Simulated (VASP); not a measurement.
Runs of VASP 6.6.1 on CrN2. The structure is that of space group Pnnm (No. 58), or close to it. The cells are those of the table. 

| level | fixed moment (μB) | cell | k mesh | gap on the mesh (eV) | pressure (GPa) | moment (μB) | largest force (eV/Å) |
| --- | --- | --- | --- | --- | --- | --- | --- |
| PBEsol | 4.5 | a = 3.902, b = 4.810, c = 2.784 Å, 6 atoms | 6 × 5 × 8 | - | (c) | 4.50 | 0.04 |
| PBEsol | 6.0 | a = 3.902, b = 4.810, c = 2.784 Å, 6 atoms | 6 × 5 × 8 | - | (a) | 6.00 | 0.66 |
| r2SCAN | - | a = 3.902, b = 4.810, c = 2.784 Å, 6 atoms | 7 × 6 × 10 | none | -1.9 | (b) | 0.08 |
| r2SCAN | - | a = 3.849, b = 4.790, c = 2.813 Å, 6 atoms | 7 × 6 × 10 | none | 0.9 | 4.33 | 0.12 |
| PBEsol | - | a = 3.854, b = 4.744, c = 2.740 Å, 6 atoms | 7 × 6 × 10 | none | 0.2 | 4.18 | 0.07 |

Alike in all rows: task single point; potentials or basis VASP PAW PBE potentials, release 64 (Cr_pv, N); spin collinear, ferromagnetic start; cutoff (eV) 520; smearing fermi-dirac 0.05 eV.

Problem. Fill in the values left out.

Solution. (a) -2.0; (b) 4.38; (c) -8.8.

Caveats: the PAW data sets were made with another functional, which shifts forces and pressure a little; only a ferromagnetic start was run, and an antiferromagnetic order may lie lower in energy; the total moment is fixed, so each spin has its own Fermi level (at least some runs); the cell stands under tension (at least some runs).

A gap of «none» marks levels without a gap at the run's occupations.
